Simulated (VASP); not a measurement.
# Ir (I4/mmm) in VASP: notebook

Ir is run at these levels: PBEsol; tasks: single point.

Everything below comes from runs of VASP 6.6.1. Logs are shortened: lines on timing, memory, paths and dates and some standing lists are left out, and cuts for length are marked.

### 1 The cell of the first run

The structure is tetragonal, space group I4/mmm (No. 139). Conventional cell: a = 2.851 Å, b = 2.851 Å, c = 3.839 Å, α = 90.00°, β = 90.00°, γ = 90.00°. Ir (site symmetry 4/mmm) has 12 Ir at 2.78 to 2.85 Å within 3.7 Å.

### 2 Single point, PBEsol (strain +0.050 along x and y, +0.000 along z)

INCAR reads:

```
SYSTEM = Ir
PREC     = Accurate       ! precision mode
ENCUT    = 520            ! plane-wave cutoff, eV
EDIFF    = 1E-6           ! SCF threshold, eV
ISMEAR   = 0              ! smearing method
SIGMA    = 0.15           ! smearing width, eV
LREAL    = .FALSE.        ! projectors in reciprocal space
LASPH    = .TRUE.         ! aspherical terms in the spheres
NELM     = 100            ! most SCF steps
ALGO     = Normal         ! electronic algorithm
ISIF     = 2              ! what is computed and relaxed
LWAVE    = .FALSE.        ! write WAVECAR
LCHARG   = .FALSE.        ! write CHGCAR
GGA      = PS             ! functional
NBANDS   = 10             ! bands
```

KPOINTS reads:

```
Automatic mesh
0
G
  22 22 22
  0 0 0
```

POSCAR reads:

```
Ir
1.0
    0.0000000000      2.0156850000      1.9197000000
    2.0156850000      0.0000000000      1.9197000000
    2.0156850000      2.0156850000      0.0000000000
Ir
1
Direct
    0.0000000000      0.0000000000      0.0000000000
```

Potentials or basis: VASP PAW PBE potentials, release 64 (Ir).

Started as:

```sh
> cat potpaw_PBE.64/Ir/POTCAR > POTCAR
> mpirun -np 1 vasp_std > vasp.out
```

OUTCAR:

```text
SYSTEM = Ir
   PREC = Accurate
   ENCUT = 520
   EDIFF = 1E-6
   ISMEAR = 0
   LREAL = .FALSE.
   LASPH = .TRUE.
   NELM = 100
   ISIF = 2
   GGA = PS

 ion  position               nearest neighbor table
   1  0.000  0.000  0.000-

  LATTYP: Found a body centered tetragonal cell.
 ALAT       =     2.8506090645
 C/A-ratio  =     1.3468700594

  Lattice vectors:

 A1 = (   0.0000000000,  -2.0156850000,  -1.9197000000)
 A2 = (   0.0000000000,   2.0156850000,  -1.9197000000)
 A3 = (   2.0156850000,   0.0000000000,   1.9197000000)

Analysis of symmetry for initial positions (statically):
=====================================================================
 Subroutine PRICEL returns:
 Original cell was already a primitive cell.

 Routine SETGRP: Setting up the symmetry group for a
 body centered tetragonal supercell.

 Subroutine GETGRP returns: Found 16 space group operations
 (whereof 16 operations were pure point group operations)
 out of a pool of 16 trial point group operations.

The static configuration has the point symmetry D_4h.

Analysis of symmetry for dynamics (positions and initial velocities):
=====================================================================
 Subroutine PRICEL returns:
 Original cell was already a primitive cell.

 Routine SETGRP: Setting up the symmetry group for a
 body centered tetragonal supercell.

 Subroutine GETGRP returns: Found 16 space group operations
 (whereof 16 operations were pure point group operations)
 out of a pool of 16 trial point group operations.

The dynamic configuration has the point symmetry D_4h.

 Subroutine INISYM returns: Found 16 space group operations
 (whereof 16 operations are pure point group operations),
 and found     1 'primitive' translations

----------------------------------------------------------------------------------------

                                     Primitive cell

  volume of cell :      15.5994

  direct lattice vectors                    reciprocal lattice vectors
     0.000000000  2.015685000  1.919700000    -0.248054632  0.248054632  0.260457363
     2.015685000  0.000000000  1.919700000     0.248054632 -0.248054632  0.260457363
     2.015685000  2.015685000  0.000000000     0.248054632  0.248054632 -0.260457363

  length of vectors
     2.783565000  2.783565000  2.850609064     0.436921318  0.436921318  0.436921318

  position of ions in fractional coordinates (direct lattice)
     0.000000000  0.000000000  0.000000000

  ion indices of the primitive-cell ions
   primitive index   ion index
                 1           1

----------------------------------------------------------------------------------------

 KPOINTS: Automatic mesh

Automatic generation of k-mesh.
 Grid dimensions read from file:
 generate k-points for:   22   22   22

 Generating k-lattice:

  Cartesian coordinates                     Fractional coordinates (reciprocal lattice)
    -0.011275211  0.011275211  0.011838971     0.045454545  0.000000000  0.000000000
     0.011275211 -0.011275211  0.011838971     0.000000000  0.045454545  0.000000000
     0.011275211  0.011275211 -0.011838971    -0.000000000 -0.000000000  0.045454545

  Length of vectors
     0.019860060  0.019860060  0.019860060

  Shift w.r.t. Gamma in fractional coordinates (k-lattice)
     0.000000000  0.000000000  0.000000000

 Subroutine IBZKPT returns following result:
 ===========================================

 Found    834 irreducible k-points:

 Following reciprocal coordinates:
            Coordinates               Weight
  0.000000  0.000000  0.000000      1.000000
  0.045455 -0.000000  0.000000      8.000000
  0.090909 -0.000000  0.000000      8.000000
  0.136364  0.000000  0.000000      8.000000
  0.181818  0.000000  0.000000      8.000000
  0.227273  0.000000  0.000000      8.000000
[... 16 lines left out ...]
  0.500000  0.045455  0.000000      8.000000
 -0.454545  0.045455  0.000000      8.000000
 [... further k-points ...]
   k-points           NKPTS =    834   k-points in BZ     NKDIM =    834   number of bands    NBANDS=     10
   number of dos      NEDOS =    301   number of ions     NIONS =      1
   total plane-waves  NPLWV =  13824
   dimension x,y,z NGX =    24 NGY =   24 NGZ =   24
   dimension x,y,z NGXF=    48 NGYF=   48 NGZF=   48
   ions per type =               1
   NGX,Y,Z   is equivalent  to a cutoff of  14.33, 14.33, 14.00 a.u.
   NGXF,Y,Z  is equivalent  to a cutoff of  28.67, 28.67, 27.99 a.u.
 SYSTEM =  Ir
   PREC   = accura    normal or accurate (medium, high low for compatibility)
   ISTART =      0    job   : 0-new  1-cont  2-samecut
   ICHARG =      2    charge: 1-file 2-atom 10-const
   ISPIN  =      1    spin polarized calculation?
   LNONCOLLINEAR =      F non collinear calculations
   LSORBIT =      F    spin-orbit coupling
   LASPH  =      T    aspherical Exc in radial PAW
   ENCUT  =  520.0 eV  38.22 Ry    6.18 a.u.   5.18  5.18  5.30*2*pi/ulx,y,z
   NELM   =    100;   NELMIN=  2; NELMDL= -5     # of ELM steps
   EDIFF  = 0.1E-05   stopping-criterion for ELM
   LREAL  =      F    real-space projection
   EDIFFG = 0.1E-04   stopping-criterion for IOM
   NSW    =      0    number of steps for IOM
   IBRION =     -1    ionic relax: 0-MD 1-quasi-New 2-CG
   NFREE  =      0    steps in history (QN), initial steepest desc. (CG)
   ISIF   =      2    stress and relaxation
   ISYM   =      2    0-nonsym 1-usesym 2-fastsym
   POTIM  = 0.5000    time-step for ionic-motion
   TEBEG  =    0.0;   TEEND  =   0.0 temperature during run
   PSTRESS=    0.0 pullay stress
   NELECT =       9.0000    total number of electrons
   NUPDOWN=      -1.0000    fix difference up-down
   EMIN   =  10.00;   EMAX   =-10.00  energy-range for DOS
   EFERMI =   0.00;   METHOD = LEGACY
   ISMEAR =     0;   SIGMA  =   0.15  broadening in eV -4-tet -1-fermi 0-gaus
   EFERMI_NEDOS =   21; number of points for ismear=-14 and -15
   IALGO  =     38    algorithm
   IMIX   =      4    mixing-type and parameters
     AMIX     =   0.40;   BMIX     =  1.00
     AMIX_MAG =   1.60;   BMIX_MAG =  1.00
  volume/ion in A,a.u.               =      15.60       105.27
  Fermi-wavevector in a.u.,A,eV,Ry     =   1.362865  2.575441 25.271467  1.857400
  Thomas-Fermi vector in A             =   2.489317
   LORBIT       =      0    0 simple, 1 ext, 2 COOP (PROOUT), +10 PAW based schemes
   GGA     = PS    functional components
   LHFCALC =     F    Hartree Fock is set to
   AEXX    =    0.0000 exact exchange contribution
   IVDW    =     0    specifies the selected vdW correction
   LEPSILON=     F    determine dielectric tensor
   LRPA    =     F    only Hartree local field effects (RPA)
 non-spin polarized calculation
 Gauss-broadening in eV      SIGMA  =   0.15
  energy-cutoff  :      520.00
  volume of cell :       15.60
 maximum number of plane-waves:       439
 NGX is ok and might be reduce to    24
   NGX = 11   NGY = 11   NGZ = 11

 number of electron       9.0000000 magnetization

 Free energy of the ion-electron system (eV)
  ---------------------------------------------------
  ext. energy  EPLUGINS =         0.00000000
  ---------------------------------------------------
  free energy    TOTEN  =        -9.64162839 eV

  energy without entropy =       -9.62764341  energy(sigma->0) =       -9.63463590

 E-fermi :   8.5915     XC(G=0): -13.5330

 val. band max:        8.5910954662   @ k =   0.3182   0.2273   0.0000
 cond. band min:       8.5917334200   @ k =   0.3636   0.2727   0.0000
 fundamental gap:      0.0006379539
 Fermi energy:         8.5915007761

 k-point     1 :       0.0000    0.0000    0.0000
  band No.  band energies     occupation
      1      -1.5363      2.00000
      2       5.1026      2.00000
      3       5.1026      2.00000
      4       5.6410      2.00000
      5       7.2225      2.00000
      6       7.9239      2.00000
      7      23.1340      0.00000
      8      27.6568      0.00000
      9      27.6568      0.00000
     10      29.0155      0.00000

 k-point     2 :       0.0455   -0.0000    0.0000
  band No.  band energies     occupation
      1      -1.4528      2.00000
      2       5.0899      2.00000
      3       5.1377      2.00000
      4       5.6461      2.00000
      5       7.2074      2.00000
      6       7.8966      2.00000
      7      23.2708      0.00000
      8      27.3703      0.00000
      9      27.7851      0.00000
     10      28.9059      0.00000

 k-point     3 :       0.0909   -0.0000    0.0000
  band No.  band energies     occupation
      1      -1.2072      2.00000
      2       5.0333      2.00000
      3       5.2322      2.00000
      4       5.6845      2.00000
      5       7.1754      2.00000
      6       7.8253      2.00000
      7      23.6565      0.00000
      8      26.4528      0.00000
      9      28.1620      0.00000
     10      29.0867      0.00000

 k-point     4 :       0.1364    0.0000    0.0000
  band No.  band energies     occupation
      1      -0.8157      2.00000
      2       4.9234      2.00000
      3       5.3507      2.00000
      4       5.7757      2.00000
      5       7.1689      2.00000
      6       7.7426      2.00000
      7      24.2092      0.00000
      8      25.2403      0.00000
      9      28.7628      0.00000
     10      29.6267      0.00000
[... 222 lines left out ...]
 k-point    22 :       0.4545    0.0455    0.0000
  band No.  band energies     occupation
      1       1.5394      2.00000
      2       5.0114      2.00000
      3       5.4780      2.00000
      4       7.1616      2.00000
      5       9.3868      0.00000
      6       9.4592      0.00000
      7      15.6678      0.00000
      8      22.8657      0.00000
      9      27.0801      0.00000
     10      28.3951      0.00000

 k-point    23 :       0.5000    0.0455    0.0000
  band No.  band energies     occupation
      1       1.5435      2.00000
      2       4.9683      2.00000
      3       5.4337      2.00000
      4       7.6138      2.00000
      5       9.5291      0.00000
      6       9.6724      0.00000
      7      14.9461      0.00000
      8      22.7097      0.00000
      9      26.9508      0.00000
     10      27.9071      0.00000

 k-point    24 :      -0.4545    0.0455    0.0000
  band No.  band energies     occupation
      1       1.5426      2.00000
      2       4.9716      2.00000
      3       5.4386      2.00000
      4       7.5617      2.00000
      5       9.4021      0.00000
      6       9.6273      0.00000
      7      15.1529      0.00000
      8      22.7441      0.00000
      9      27.2386      0.00000
     10      27.7700      0.00000

 [... further k-points ...]
[... 5 lines left out ...]
  --------------------------------------------------------------------------------------
  -------------------------------------------------------------------------------------
  Total       -3.3590955     -3.3590955     -2.0576324      0.0000000      0.0000000      0.0000000
  in kB     -345.0040941   -345.0040941   -211.3341475      0.0000000      0.0000000      0.0000000
  external PRESSURE =    -300.4474453 kB  Pullay stress =       0.0000000 kB

 VOLUME and BASIS-vectors are now :
 -----------------------------------------------------------------------------
  energy-cutoff  :      520.00
  volume of cell :       15.60
      direct lattice vectors                 reciprocal lattice vectors
     0.000000000  2.015685000  1.919700000    -0.248054632  0.248054632  0.260457363
     2.015685000  0.000000000  1.919700000     0.248054632 -0.248054632  0.260457363
     2.015685000  2.015685000  0.000000000     0.248054632  0.248054632 -0.260457363

 POSITION                                       TOTAL-FORCE (eV/Angst)
 -----------------------------------------------------------------------------------
      0.00000      0.00000      0.00000        -0.000000      0.000000      0.000000
 -----------------------------------------------------------------------------------
    total drift:                               -0.000000      0.000000     -0.000000

  FREE ENERGIE OF THE ION-ELECTRON SYSTEM (eV)
  ---------------------------------------------------
  free  energy   TOTEN  =        -9.6416283936 eV

  energy  without entropy=       -9.6276434060  energy(sigma->0) =       -9.63463590
```

It took 34 s on 1 thread of Intel Xeon 6975P-C (Granite Rapids), shared host; peak memory 0.26 GiB.

Results:

| Quantity | Value |
| --- | --- |
| Free energy | -9.6416 eV |
| Pressure | -30.0 GPa |

Caveat: the cell differs from its parent crystal (strain +0.050 along x and y, +0.000 along z); the PAW data sets were made with another functional, which shifts forces and pressure a little; spin-orbit coupling is left out, which moves the levels of the heavy elements.

### 3 Single point, PBEsol (strain +0.025 along x and y, -0.050 along z)

INCAR reads:

```
ALGO = Fast
EDIFF = 1E-6
ENCUT = 520
GGA = PS
ISIF = 2
ISMEAR = 0
LASPH = True
LCHARG = False
LREAL = False
LWAVE = False
NBANDS = 10
NELM = 100
PREC = Accurate
SIGMA = 0.15
```

KPOINTS reads:

```
k-points
0
Gamma
  22 22 22
```

POSCAR reads:

```
Ir
1.0
    0.0000000000      1.9676925000      1.8237150000
    1.9676925000      0.0000000000      1.8237150000
    1.9676925000      1.9676925000      0.0000000000
Ir
1
Direct
    0.0000000000      0.0000000000      0.0000000000
```

Potentials or basis: VASP PAW PBE potentials, release 64 (Ir).

Started as:

```sh
> cat potpaw_PBE.64/Ir/POTCAR > POTCAR
> mpirun -np 1 vasp_std > vasp.out
```

Run time: 2.2 min. Hardware: 1 thread of Intel Xeon 6975P-C, shared host; peak memory 0.25 GiB.

The run converged. Its results:

```yaml
Free_energy: -9.7602 eV
Pressure: 0.2 GPa
```

Stress tensor (GPa, compression positive):
```
-8.79  0.00  0.00
 0.00 -8.79  0.00
 0.00  0.00 18.20
```

Levels at points of the mesh, in eV from the Fermi level:
```tsv
k point	band 2	band 3	band 4	band 5	band 6	band 7
(0.00, 0.00, 0.00)	-4.14	-4.14	-3.21	-1.82	-0.58	14.46
(0.50, 0.00, 0.00)	-4.49	-3.40	-0.77	0.64	1.25	7.34
(0.50, 0.50, 0.00)	-7.42	0.89	1.57	1.57	2.82	10.80
(0.50, 0.00, 0.50)	-7.26	0.86	1.02	1.17	1.92	9.88
```

Caveat: the cell differs from its parent crystal (strain +0.025 along x and y, -0.050 along z); the PAW data sets were made with another functional, which shifts forces and pressure a little; spin-orbit coupling is left out, which moves the levels of the heavy elements.

(Part 1 of 2 ends here.)
